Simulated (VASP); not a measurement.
Crystal: BeAl2.

```
Be Al
1.0
     4.22748    0.00000    0.00000
    -2.11374    3.66110    0.00000
     0.00000    0.00000    5.18288
Be Al
2 4
Cartesian
  0.0000 2.4407 0.0000
  2.1137 1.2204 0.0000
  0.0000 0.0000 3.8872
  0.0000 0.0000 1.2957
  0.0000 2.4407 2.5914
  2.1137 1.2204 2.5914
```

```yaml
Program: VASP 6.6.1
Task: relaxation of cell and atoms
Functional: PBE
Potentials_or_basis: VASP PAW PBE potentials, release 64 (Be, Al)
Cutoff: 600 eV
k_mesh: 6 × 6 × 4
Occupations: gaussian, width 0.1 eV
Spin: no spin polarisation
```

At the start: pressure 7.1 GPa; volume 13.37 Å³/atom.

Task: How do energy, volume and symmetry change on relaxing?

Result: Over 4 steps the energy falls by 32.3 meV/atom and the volume is 14.40 Å³/atom (+7.7 %); space group P6/mmm (No. 191, to 0.05 Å).

The path:
```tsv
step	energy change (eV)	largest force (eV/Å)	pressure (GPa)	volume (Å³)
1	0.0000	0.8150	7.09	80.22
2	-0.1912	0.0126	-0.86	87.26
3	-0.1925	0.0459	-0.33	86.68
4	-0.1940	0.0159	-0.01	86.37
```

Final structure:
```cif
data_structure
_symmetry_space_group_name_H-M 'P 1'
_symmetry_Int_Tables_number 1
_cell_length_a 4.3757
_cell_length_b 4.3757
_cell_length_c 5.2089
_cell_angle_alpha 90.000
_cell_angle_beta 90.000
_cell_angle_gamma 120.000
_cell_volume 86.37
loop_
_atom_site_label
_atom_site_type_symbol
_atom_site_fract_x
_atom_site_fract_y
_atom_site_fract_z
_atom_site_occupancy
Be1 Be 0.33333 0.66667 0.00000 1
Be2 Be 0.66667 0.33333 0.00000 1
Al1 Al 0.00000 0.00000 0.75746 1
Al2 Al 0.00000 0.00000 0.24254 1
Al3 Al 0.33333 0.66667 0.50000 1
Al4 Al 0.66667 0.33333 0.50000 1
```
